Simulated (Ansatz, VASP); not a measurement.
Two plane-wave programs on AlNi

INCAR

```
SYSTEM = AlNi
PREC = Accurate
ENCUT = 520
EDIFF = 1E-6
ISMEAR = -1
SIGMA = 0.1
LREAL = .False.
LASPH = .True.
NELM = 80
ALGO = Normal
ISIF = 2
LWAVE = .False.
LCHARG = .False.
NBANDS = 14
```

Contents of KPOINTS:

```
regular mesh
0
Gamma
  12 12 12
  0 0 0
```

File POSCAR:

```
AlNi
1.0
    2.8331469368      0.0000000000      0.0000000000
    0.0000000000      2.8331469368      0.0000000000
    0.0000000000      0.0000000000      2.8331469368
Al Ni
1 1
Direct
    0.0000000000      0.0000000000      0.0000000000
    0.5000000000      0.5000000000      0.5000000000
```

Input for Ansatz:

```yaml
crystal:
  lattice:
    - [2.83314693681, 0.0, 0.0]
    - [0.0, 2.83314693681, 0.0]
    - [0.0, 0.0, 2.83314693681]
  atoms:
    - { symbol: Al, position: [0.0, 0.0, 0.0] }
    - { symbol: Ni, position: [0.5, 0.5, 0.5] }
kpoints:
  mp_grid: { grid: [12, 12, 12] }
scf:
  occupations: { method: fermi_dirac, width: 0.1 }
hamiltonian:
  xc: lda
  pseudopotentials: { kind: paw }
output:
  forces: true
  stress: true
  eigenvalues: true
  eigenstates:
    nscf_kmesh: { grid: [20, 20, 20] }
    de_dk: true
    e_range: [-14, 14]
  optics:
    e_range: [0, 30]
    de: 0.2
    sigma: 0.15
    bands: { spectra_wanted_up_to: 30 }
    nscf_kmesh: { grid: [20, 20, 20] }
    drude_damping: 0.2
checkpoint:
  write: ck
  write_wavefunctions: false
```

Alike in both runs: task single point; functional LDA; k mesh 12 × 12 × 12; occupations fermi-dirac, width 0.1 eV; no spin polarisation.

|  | VASP | Ansatz |
| --- | --- | --- |
| version | VASP 6.6.1 | Ansatz 0.2.0 |
| potentials or method | VASP PAW LDA potentials, release 64 (Al, Ni) | PAW with Ansatz's default frozen-core files, scalar-relativistic |
| plane-wave cutoff (eV) | 520 | 420 |
| valence electrons in the cell | 13 | 21 |

Ansatz gave:

| Property | Result |
| --- | --- |
| pressure (GPa) | 0.0 |

Problem. What did VASP give for the same quantities?

Solution. Pressure (GPa): 0.4.

LDA's correlation is that of Perdew and Zunger in VASP and of Perdew and Wang (1992) in Ansatz. VASP's potentials hold 13 valence electrons a cell and Ansatz's 21, so a difference there can come from the potentials and not from the codes. Ansatz's warnings: optics on partly filled bands.
